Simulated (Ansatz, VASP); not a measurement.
One calculation of AlN, two programs

INCAR

```
ALGO = Normal
EDIFF = 1E-6
ENCUT = 520
GGA = CA
ISIF = 2
ISMEAR = 0
LASPH = T
LCHARG = F
LREAL = F
LWAVE = F
NBANDS = 26
NELM = 60
PREC = Accurate
SIGMA = 0.05
```

The input KPOINTS:

```
k-points
0
Gamma
  8 6 4
```

POSCAR

```
AlN
1.0
   -1.6378403119      2.8368226349      0.0000000000
    0.0000000000      0.0000000000      4.1006264518
    4.9135209358      2.8368226349      0.0000000000
Al N
4 4
Direct
    0.5706378847      0.7500000000      0.1397396572
    1.0000000000      0.7500000000      0.6666666667
    0.0000000000      0.2500000000      0.3333333333
    0.5000000000      0.2500000000      0.8333333333
    0.5000000000      0.2500000000      0.1666666667
    1.0000000000      0.2500000000      0.6666666667
    0.0000000000      0.7500000000      0.3333333333
    0.5000000000      0.7500000000      0.8333333333
```

Input for Ansatz:

```yaml
crystal:
  lattice:
    - [-1.6378403119, 2.8368226349, 0.0]
    - [0.0, 0.0, 4.1006264518]
    - [4.9135209358, 2.8368226349, 0.0]
  atoms:
    - { symbol: Al, position: [0.5706378847, 0.75, 0.1397396572] }
    - { symbol: Al, position: [1.0, 0.75, 0.6666666667] }
    - { symbol: Al, position: [0.0, 0.25, 0.3333333333] }
    - { symbol: Al, position: [0.5, 0.25, 0.8333333333] }
    - { symbol: "N", position: [0.5, 0.25, 0.1666666667] }
    - { symbol: "N", position: [1.0, 0.25, 0.6666666667] }
    - { symbol: "N", position: [0.0, 0.75, 0.3333333333] }
    - { symbol: "N", position: [0.5, 0.75, 0.8333333333] }
basis:
  ecutwfc: 420
kpoints:
  mp_grid: { grid: [8, 6, 4] }
hamiltonian:
  xc: lda
  pseudopotentials: { kind: paw, azcp: { folder: soft_1 } }
scf:
  occupations: { method: gaussian, width: 0.05 }
output:
  forces: true
  stress: true
  eigenvalues: true
```

Alike in both runs: task single point; functional LDA; k mesh 8 × 6 × 4; occupations gaussian, width 0.05 eV; no spin polarisation.

|  | VASP | Ansatz |
| --- | --- | --- |
| version | VASP 6.6.1 | Ansatz 0.2.0 |
| potentials or method | VASP PAW LDA potentials, release 64 (Al, N), cutoff 520 eV | scalar-relativistic, plane waves, PAW |
| valence electrons in the cell | 32 | 32 |

```tsv
	VASP	Ansatz	Ansatz less VASP
gap on the k mesh at the Fermi level (eV)	3.31	3.31	-0.002
least direct gap on the mesh (eV)	3.31	3.31	-0.002
pressure (GPa)	3.3	2.6	-0.71
traceless stress, the component that is largest in VASP (GPa)	5.69	5.50	-0.195
rms of the force components (eV/Å)	1.037	1.020	-0.0171
```

Ansatz warns that its potentials were made for another functional, while VASP's fit it. LDA's correlation is that of Perdew and Zunger in VASP and of Perdew and Wang (1992) in Ansatz. Atom by atom the forces differ by 0.020 eV/Å (rms over components).
